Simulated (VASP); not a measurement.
Set up this calculation in VASP 6.6.1, as the native input.

* Task: single point
* Functional: r2SCAN
* Potentials or basis: VASP PAW PBE potentials, release 64 (C, Si)
* Cutoff: 520 eV
* k mesh: 6 × 6 × 6
* Occupations: fermi-dirac, width 0.19 eV
* Spin: no spin polarisation
* Dipole correction: no
* Further INCAR settings: ALGO = Normal; EDIFF = 1e-06; NBANDS = 16

The system is SiC.

```xyz
4
Lattice="1.5416 0.8900 5.3212 -1.5416 0.8900 5.3212 0.0000 -1.7801 5.3212" Properties=species:S:1:pos:R:3 pbc="T T T"
C    -0.0026   -0.0953    7.1828
C    -0.0285    0.0810    8.8441
Si   -0.0422    0.0542   14.8359
Si    0.0555   -0.0481    1.1007
```

These files were run (other wordings do the same):

POSCAR

```
SiC
1.0
    1.5415877827      0.8900361213      5.3212273245
   -1.5415877827      0.8900361213      5.3212273245
    0.0000000000     -1.7800722426      5.3212273245
C Si
2 2
Direct
    0.4312590613      0.4329326605      0.4856470583
    0.5599421329      0.5784321601      0.5236665221
    0.9258205800      0.9531930076      0.9090512883
    0.0779421267      0.0419467713      0.0869658242
```

INCAR.step1

```
PREC = Accurate ; ENCUT = 520
ISMEAR = -1 ; SIGMA = 0.19
LREAL = False ; LASPH = True
NELM = 60 ; NBANDS = 16
GGA = PE ; ALGO = Normal
EDIFF = 1E-4 ; LWAVE = True
LCHARG = False
```

INCAR.step2

```
PREC = Accurate ; ENCUT = 520
EDIFF = 1E-6 ; ISMEAR = -1
SIGMA = 0.19 ; LREAL = False
LASPH = True ; NELM = 60
ALGO = Normal ; ISIF = 2
LWAVE = False ; LCHARG = True
METAGGA = R2SCAN ; LMIXTAU = True
LELF = True ; LVHAR = True
NBANDS = 16 ; ISTART = 1
```

KPOINTS

```
regular mesh
0
Gamma
  6 6 6
```

Potentials or basis: VASP PAW PBE potentials, release 64 (C, Si).

Run with:

```console
$ cat potpaw_PBE.64/C/POTCAR potpaw_PBE.64/Si/POTCAR > POTCAR
$ cp INCAR.step1 INCAR
$ mpirun -np 1 vasp_std > vasp.out
$ cp INCAR.step2 INCAR
$ mpirun -np 1 vasp_std > vasp.out
```

Results of the run:

- Pressure: -1.6 GPa
- Largest force: 3.504 eV/Å
- Band gap on the k mesh: zero (bands 8 and 9 overlap by 0.29 eV)

Caveat: the k points lie up to 0.40 Å⁻¹ apart; semilocal functionals underestimate gaps, and a narrow one can read as zero; the PAW data sets were made with another functional, which shifts forces and pressure a little.

Wall time 30 min on 1 thread of Intel Xeon 8259CL (shared host), peak memory 0.3 GiB.
